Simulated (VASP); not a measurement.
Runs of VASP 6.6.1 on In. The structure is that of space group I4/mmm (No. 139), or close to it. The cells are those of the table. 

```csv
cell,gap on the mesh (eV),pressure (GPa)
"a = 3.406 Å, angles 123.0, 120.8, 86.8°, 1 atom",none,-2.1
"a = 3.347 Å, angles 121.9, 124.4, 84.7°, 1 atom",none,(a)
"a = 3.362 Å, angles 122.2, 123.4, 85.2°, 1 atom",none,-0.1
"a = 3.410 Å, angles 123.0, 120.5, 87.0°, 1 atom",none,-2.3
"a = 3.370 Å, angles 122.3, 122.9, 85.5°, 1 atom",none,-0.5
"a = 3.401 Å, angles 122.9, 121.0, 86.7°, 1 atom",none,-2.0
"a = 3.355 Å, angles 122.0, 123.9, 85.0°, 1 atom",none,(b)
```

Alike in all rows: task single point; level PBEsol; potentials or basis VASP PAW PBE potentials, release 64 (In_d); no spin polarisation; k mesh 20 × 20 × 20; cutoff (eV) 520; smearing gaussian 0.15 eV.

Problem. Fill in the values left out.

Solution. (a) 0.9; (b) 0.4.

Caveats: the PAW data sets were made with another functional, which shifts forces and pressure a little; spin-orbit coupling is left out, which moves the levels of the heavy elements.

A k mesh can miss the band edges, and the runs leave out spin-orbit coupling on In.

A gap of «none» marks levels without a gap at the run's occupations.
